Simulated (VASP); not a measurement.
# YTaI6 (P4/mmm) in VASP: further runs

The runs below take YTaI6 through relaxation of cell and atoms, single point, with PBE.

Program: VASP 6.6.1. These are calculated values, not measurements. Logs are shortened: lines on timing, memory, paths and dates and some standing lists are left out, and cuts for length are marked.

### Step 1. The cell of the first run

It takes space group P4/mmm (No. 123, tetragonal). The conventional cell has a = 6.150 Å, b = 6.150 Å, c = 12.300 Å, α = 90.00°, β = 90.00°, γ = 90.00°. Y (site symmetry 4/mmm) has 6 I at 3.08 to 3.11 Å within 4.0 Å. Ta (site symmetry 4/mmm) has 6 I at 3.04 to 3.08 Å within 4.0 Å. Within 4.0 Å of I (site symmetry mmm) lie 2 Y at 3.08 Å. Within 4.0 Å of I (site symmetry 4mm) lie 1 Ta at 3.04 Å and 1 Y at 3.11 Å. Within 4.0 Å of I (site symmetry mmm) lie 2 Ta at 3.08 Å.

### Step 2. Relaxation of cell and atoms, PBE

Input file INCAR:

```
PREC = Accurate ; ENCUT = 600
EDIFF = 1E-7 ; ISMEAR = 0
SIGMA = 0.1 ; LREAL = False
LASPH = True ; NELM = 60
ALGO = Normal ; ISIF = 3
LWAVE = False ; LCHARG = False
GGA = PE ; IBRION = 2
NSW = 90 ; EDIFFG = -0.04
```

Input file KPOINTS:

```
regular mesh
0
Gamma
  4 4 2
```

Input file POSCAR:

```
YTaI6
1.0
    6.1500000000      0.0000000000      0.0000000000
    0.0000000000      6.1500000000      0.0000000000
    0.0000000000      0.0000000000     12.3000000000
Y Ta I
1 1 6
Direct
    0.0000000000      0.0000000000      0.0000000000
    0.0000000000      0.0000000000      0.5000000000
    0.5000000000      0.0000000000      0.0000000000
    0.0000000000      0.5000000000      0.0000000000
    0.0000000000      0.0000000000      0.2528421000
    0.5000000000      0.0000000000      0.5000000000
    0.0000000000      0.5000000000      0.5000000000
    0.0000000000      0.0000000000      0.7471579000
```

Potentials or basis: VASP PAW PBE potentials, release 64 (Y_sv, Ta_pv, I).

Run with:

```bash
$ cat potpaw_PBE.64/Y_sv/POTCAR potpaw_PBE.64/Ta_pv/POTCAR potpaw_PBE.64/I/POTCAR > POTCAR
$ mpirun -np 1 vasp_std > vasp.out
```

OUTCAR:

```text
PREC = Accurate
   ENCUT = 600
   EDIFF = 1E-7
   ISMEAR = 0
   LREAL = False
   LASPH = True
   NELM = 60
   ISIF = 3
   GGA = PE
   IBRION = 2
   NSW = 90
   EDIFFG = -0.04

 ion  position               nearest neighbor table
   1  0.000  0.000  0.000-   3 3.08   4 3.08   4 3.08   3 3.08   5 3.11   8 3.11
   2  0.000  0.000  0.500-   5 3.04   8 3.04   7 3.08   6 3.08   7 3.08   6 3.08
   3  0.500  0.000  0.000-   1 3.08   1 3.08
   4  0.000  0.500  0.000-   1 3.08   1 3.08
   5  0.000  0.000  0.253-   2 3.04   1 3.11
   6  0.500  0.000  0.500-   2 3.08   2 3.08
   7  0.000  0.500  0.500-   2 3.08   2 3.08
   8  0.000  0.000  0.747-   2 3.04   1 3.11

  LATTYP: Found a simple tetragonal cell.
 ALAT       =     6.1500000000
 C/A-ratio  =     2.0000000000

  Lattice vectors:

 A1 = (   6.1500000000,   0.0000000000,   0.0000000000)
 A2 = (   0.0000000000,   6.1500000000,   0.0000000000)
 A3 = (   0.0000000000,   0.0000000000,  12.3000000000)

Analysis of symmetry for initial positions (statically):
=====================================================================
 Subroutine PRICEL returns:
 Original cell was already a primitive cell.

 Routine SETGRP: Setting up the symmetry group for a
 simple tetragonal supercell.

 Subroutine GETGRP returns: Found 16 space group operations
 (whereof 16 operations were pure point group operations)
 out of a pool of 16 trial point group operations.

The static configuration has the point symmetry D_4h.

Analysis of symmetry for dynamics (positions and initial velocities):
=====================================================================
 Subroutine PRICEL returns:
 Original cell was already a primitive cell.

 Routine SETGRP: Setting up the symmetry group for a
 simple tetragonal supercell.

 Subroutine GETGRP returns: Found 16 space group operations
 (whereof 16 operations were pure point group operations)
 out of a pool of 16 trial point group operations.

The dynamic configuration has the point symmetry D_4h.

 Subroutine INISYM returns: Found 16 space group operations
 (whereof 16 operations are pure point group operations),
 and found     1 'primitive' translations

----------------------------------------------------------------------------------------

                                     Primitive cell

  volume of cell :     465.2168

  direct lattice vectors                    reciprocal lattice vectors
     6.150000000  0.000000000  0.000000000     0.162601626  0.000000000  0.000000000
     0.000000000  6.150000000  0.000000000     0.000000000  0.162601626  0.000000000
     0.000000000  0.000000000 12.300000000     0.000000000  0.000000000  0.081300813

  length of vectors
     6.150000000  6.150000000 12.300000000     0.162601626  0.162601626  0.081300813

  position of ions in fractional coordinates (direct lattice)
     0.000000000  0.000000000  0.000000000
     0.000000000  0.000000000  0.500000000
     0.500000000  0.000000000  0.000000000
     0.000000000  0.500000000  0.000000000
     0.000000000  0.000000000  0.252842100
     0.500000000  0.000000000  0.500000000
     0.000000000  0.500000000  0.500000000
     0.000000000  0.000000000  0.747157900

  ion indices of the primitive-cell ions
   primitive index   ion index
                 1           1
                 2           2
                 3           3
                 4           4
                 5           5
                 6           6
                 7           7
                 8           8

----------------------------------------------------------------------------------------

 KPOINTS: regular mesh

Automatic generation of k-mesh.
 Grid dimensions read from file:
 generate k-points for:    4    4    2

 Generating k-lattice:

  Cartesian coordinates                     Fractional coordinates (reciprocal lattice)
     0.040650407  0.000000000  0.000000000     0.250000000  0.000000000  0.000000000
     0.000000000  0.040650407  0.000000000     0.000000000  0.250000000  0.000000000
     0.000000000  0.000000000  0.040650407     0.000000000  0.000000000  0.500000000

  Length of vectors
     0.040650407  0.040650407  0.040650407

  Shift w.r.t. Gamma in fractional coordinates (k-lattice)
     0.000000000  0.000000000  0.000000000

 Subroutine IBZKPT returns following result:
 ===========================================

 Found     12 irreducible k-points:

 Following reciprocal coordinates:
            Coordinates               Weight
  0.000000  0.000000  0.000000      1.000000
  0.250000  0.000000  0.000000      4.000000
  0.500000  0.000000  0.000000      2.000000
  0.250000  0.250000  0.000000      4.000000
  0.500000  0.250000  0.000000      4.000000
  0.500000  0.500000  0.000000      1.000000
  0.000000  0.000000  0.500000      1.000000
  0.250000  0.000000  0.500000      4.000000
  0.500000  0.000000  0.500000      2.000000
  0.250000  0.250000  0.500000      4.000000
  0.500000  0.250000  0.500000      4.000000
  0.500000  0.500000  0.500000      1.000000
   k-points           NKPTS =     12   k-points in BZ     NKDIM =     12   number of bands    NBANDS=     38
   number of dos      NEDOS =    301   number of ions     NIONS =      8
   total plane-waves  NPLWV = 245000
   dimension x,y,z NGX =    50 NGY =   50 NGZ =   98
   dimension x,y,z NGXF=   100 NGYF=  100 NGZF=  196
   ions per type =               1   1   6
   NGX,Y,Z   is equivalent  to a cutoff of  13.52, 13.52, 13.25 a.u.
   NGXF,Y,Z  is equivalent  to a cutoff of  27.03, 27.03, 26.49 a.u.
 SYSTEM =  unknown system
   PREC   = accura    normal or accurate (medium, high low for compatibility)
   ISTART =      0    job   : 0-new  1-cont  2-samecut
   ICHARG =      2    charge: 1-file 2-atom 10-const
   ISPIN  =      1    spin polarized calculation?
   LNONCOLLINEAR =      F non collinear calculations
   LSORBIT =      F    spin-orbit coupling
   LASPH  =      T    aspherical Exc in radial PAW
   ENCUT  =  600.0 eV  44.10 Ry    6.64 a.u.  12.28 12.28 24.57*2*pi/ulx,y,z
   NELM   =     60;   NELMIN=  2; NELMDL= -5     # of ELM steps
   EDIFF  = 0.1E-06   stopping-criterion for ELM
   LREAL  =      F    real-space projection
   EDIFFG = -.4E-01   stopping-criterion for IOM
   NSW    =     90    number of steps for IOM
   IBRION =      2    ionic relax: 0-MD 1-quasi-New 2-CG
   NFREE  =      1    steps in history (QN), initial steepest desc. (CG)
   ISIF   =      3    stress and relaxation
   ISYM   =      2    0-nonsym 1-usesym 2-fastsym
   POTIM  = 0.5000    time-step for ionic-motion
   TEBEG  =    0.0;   TEEND  =   0.0 temperature during run
   PSTRESS=    0.0 pullay stress
   NELECT =      64.0000    total number of electrons
   NUPDOWN=      -1.0000    fix difference up-down
   EMIN   =  10.00;   EMAX   =-10.00  energy-range for DOS
   EFERMI =   0.00;   METHOD = LEGACY
   ISMEAR =     0;   SIGMA  =   0.10  broadening in eV -4-tet -1-fermi 0-gaus
   EFERMI_NEDOS =   21; number of points for ismear=-14 and -15
   IALGO  =     38    algorithm
   IMIX   =      4    mixing-type and parameters
     AMIX     =   0.40;   BMIX     =  1.00
     AMIX_MAG =   1.60;   BMIX_MAG =  1.00
  volume/ion in A,a.u.               =      58.15       392.43
  Fermi-wavevector in a.u.,A,eV,Ry     =   0.845116  1.597038  9.717570  0.714221
  Thomas-Fermi vector in A             =   1.960253
   LORBIT       =      0    0 simple, 1 ext, 2 COOP (PROOUT), +10 PAW based schemes
   GGA     = PE    functional components
   LHFCALC =     F    Hartree Fock is set to
   AEXX    =    0.0000 exact exchange contribution
   IVDW    =     0    specifies the selected vdW correction
   LEPSILON=     F    determine dielectric tensor
   LRPA    =     F    only Hartree local field effects (RPA)
 conjugate gradient relaxation of ions
 non-spin polarized calculation
 Gauss-broadening in eV      SIGMA  =   0.10
  energy-cutoff  :      600.00
  volume of cell :      465.22
 maximum number of plane-waves:     15572
 NGX is ok and might be reduce to    50
   NGX = 25   NGY = 25   NGZ = 49

--------------------------------------- Ionic step        1  -------------------------------------------

 number of electron      63.9999992 magnetization

 Free energy of the ion-electron system (eV)
  ---------------------------------------------------
  ext. energy  EPLUGINS =         0.00000000
  ---------------------------------------------------
  free energy    TOTEN  =       -31.06817050 eV

  energy without entropy =      -31.01411169  energy(sigma->0) =      -31.04114110

------------------------ aborting loop because EDIFF is reached ----------------------------------------

  FORCE on cell =-STRESS in cart. coord.  units (eV):
  Direction    XX          YY          ZZ          XY          YZ          ZX
  --------------------------------------------------------------------------------------
  -------------------------------------------------------------------------------------
  Total       -8.3869094     -8.3869094     -8.9481946      0.0000000     -0.0000000      0.0000000
  in kB      -28.8839902    -28.8839902    -30.8170212      0.0000000     -0.0000000      0.0000000
  external PRESSURE =     -29.5283339 kB  Pullay stress =       0.0000000 kB

 VOLUME and BASIS-vectors are now :
 -----------------------------------------------------------------------------
  energy-cutoff  :      600.00
  volume of cell :      465.22
      direct lattice vectors                 reciprocal lattice vectors
     6.150000000  0.000000000  0.000000000     0.162601626  0.000000000  0.000000000
     0.000000000  6.150000000  0.000000000     0.000000000  0.162601626  0.000000000
     0.000000000  0.000000000 12.300000000     0.000000000  0.000000000  0.081300813
[... 127 lines left out ...]
 POSITION                                       TOTAL-FORCE (eV/Angst)
 -----------------------------------------------------------------------------------
      0.00000      0.00000     -0.00000         0.000000     -0.000000      0.000000
      0.00000     -0.00000      5.81575         0.000000     -0.000000      0.000000
      2.90784      0.00000     -0.00000         0.000000     -0.000000      0.000000
      0.00000      2.90784     -0.00000         0.000000     -0.000000      0.000000
      5.81568     -0.00000      2.99948         0.000000     -0.000000      0.238236
      2.90784     -0.00000      5.81575         0.000000     -0.000000      0.000000
      0.00000      2.90784      5.81575         0.000000     -0.000000      0.000000
      0.00000     -0.00000      8.63202        -0.000000      0.000000     -0.238236
 -----------------------------------------------------------------------------------
    total drift:                                0.000000      0.000000      0.000000

  FREE ENERGIE OF THE ION-ELECTRON SYSTEM (eV)
  ---------------------------------------------------
  free  energy   TOTEN  =       -31.8975596845 eV

  energy  without entropy=      -31.8443680747  energy(sigma->0) =      -31.87096388

--------------------------------------- Ionic step        5  -------------------------------------------

 number of electron      64.0000001 magnetization

 Free energy of the ion-electron system (eV)
  ---------------------------------------------------
  ext. energy  EPLUGINS =         0.00000000
  ---------------------------------------------------
  free energy    TOTEN  =       -31.90358079 eV

  energy without entropy =      -31.84946338  energy(sigma->0) =      -31.87652208

 E-fermi :   2.1870     XC(G=0):  -7.0422

 val. band max:        2.0914846132   @ k =   0.5000   0.0000   0.5000
 cond. band min:       2.2018386349   @ k =   0.0000   0.0000   0.0000
 fundamental gap:      0.1103540217
 Fermi energy:         2.1870273267

 k-point     1 :       0.0000    0.0000    0.0000
  band No.  band energies     occupation
      1     -42.0540      2.00000
      2     -33.9426      2.00000
      3     -33.8824      2.00000
      4     -33.8824      2.00000
      5     -22.0767      2.00000
      6     -22.0767      2.00000
[... 503 lines left out ...]
 POSITION                                       TOTAL-FORCE (eV/Angst)
 -----------------------------------------------------------------------------------
      0.00000      0.00000     -0.00000         0.000000      0.000000      0.000000
      0.00000     -0.00000      5.83276         0.000000      0.000000      0.000000
      2.90510      0.00000     -0.00000         0.000000      0.000000      0.000000
      0.00000      2.90510     -0.00000         0.000000      0.000000      0.000000
      0.00000     -0.00000      3.03213        -0.000000     -0.000000      0.015201
      2.90510     -0.00000      5.83276         0.000000      0.000000      0.000000
      0.00000      2.90510      5.83276         0.000000      0.000000      0.000000
      0.00000      5.81020      8.63339         0.000000      0.000000     -0.015201
 -----------------------------------------------------------------------------------
    total drift:                                0.000000      0.000000      0.000000

  FREE ENERGIE OF THE ION-ELECTRON SYSTEM (eV)
  ---------------------------------------------------
  free  energy   TOTEN  =       -31.9035807875 eV

  energy  without entropy=      -31.8494633804  energy(sigma->0) =      -31.87652208

 reached required accuracy - stopping structural energy minimisation
```

Wall time 44 min (1 thread of Intel Xeon 8259CL, shared host); peak memory 0.72 GiB.

What came out:

| Property | Result |
| --- | --- |
| Free energy | -31.9036 eV |
| Relaxed volume | 49.23 Å³/atom |
| Relaxed cell | a = 5.810 Å, b = 5.810 Å, c = 11.666 Å, α = 90.00°, β = 90.00°, γ = 90.00° |
| Space group after relaxing (to 0.1 Å) | P4/mmm (No. 123) |
| Energy gained by relaxing | 104.4 meV/atom |
| Ionic steps | 5 |
| Pressure after relaxing | 0.1 GPa |
| Largest force after relaxing | 0.015 eV/Å |
| Band gap on the k mesh | zero (bands 32 and 33 overlap by 1.00 eV) |

Forces on the atoms (eV/Å):
```
Y    0.000  0.000  0.000
Ta   0.000  0.000  0.000
I    0.000  0.000  0.000
I    0.000  0.000  0.000
I    0.000  0.000  0.015
I    0.000  0.000  0.000
I    0.000  0.000  0.000
I    0.000  0.000 -0.015
```

Stress tensor (GPa, compression positive):
```
0.13 0.00 0.00
0.00 0.13 0.00
0.00 0.00 0.02
```

The path:
```
step  energy change (eV)  largest force (eV/Å)  pressure (GPa)  volume (Å³)
   1              0.0000                0.7253           -2.95       465.22
   2             -0.8088                0.4990           -0.17       396.72
   3             -0.8118                0.4679            0.08       393.00
   4             -0.8294                0.2382            0.08       393.40
   5             -0.8354                0.0152            0.09       393.81
```

Final structure:
```yaml
crystal:
  lattice:
    - [5.81020, 0.00000, 0.00000]
    - [0.00000, 5.81020, 0.00000]
    - [0.00000, 0.00000, 11.66552]
  atoms:
    - { symbol: Y, position: [0.00000, 0.00000, 0.00000] }
    - { symbol: Ta, position: [0.00000, 0.00000, 0.50000] }
    - { symbol: I, position: [0.50000, 0.00000, 0.00000] }
    - { symbol: I, position: [0.00000, 0.50000, 0.00000] }
    - { symbol: I, position: [0.00000, 0.00000, 0.25992] }
    - { symbol: I, position: [0.50000, 0.00000, 0.50000] }
    - { symbol: I, position: [0.00000, 0.50000, 0.50000] }
    - { symbol: I, position: [0.00000, 0.00000, 0.74008] }
```

Levels at points of the mesh, in eV from the Fermi level:
| k point | band 28 | band 29 | band 30 | band 31 | band 32 | band 33 | band 34 | band 35 |
| --- | --- | --- | --- | --- | --- | --- | --- | --- |
| (0.00, 0.00, 0.00) | -2.36 | -2.24 | -2.18 | -2.18 | -0.86 | -0.47 | -0.47 | 0.01 |
| (0.50, 0.00, 0.00) | -2.64 | -2.34 | -2.32 | -1.68 | -0.45 | 0.07 | 0.44 | 0.52 |
| (0.50, 0.50, 0.00) | -1.79 | -1.67 | -1.67 | -1.58 | 0.53 | 0.53 | 0.77 | 0.92 |
| (0.00, 0.00, 0.50) | -2.43 | -2.43 | -2.22 | -2.22 | -0.86 | -0.10 | -0.10 | 0.01 |
| (0.50, 0.00, 0.50) | -2.66 | -2.61 | -2.21 | -1.96 | -0.10 | 0.07 | 0.44 | 0.48 |
| (0.50, 0.50, 0.50) | -1.97 | -1.97 | -1.79 | -1.58 | 0.48 | 0.48 | 0.77 | 1.94 |

Caveat: the volume moved by over 15 % at a fixed basis, so the end points are rough; spin-orbit coupling is left out, which moves the levels of the heavy elements.

(Continued in part 2 of 2.)

The gap in the log of VASP goes by the Fermi energy; the results here count the filled bands.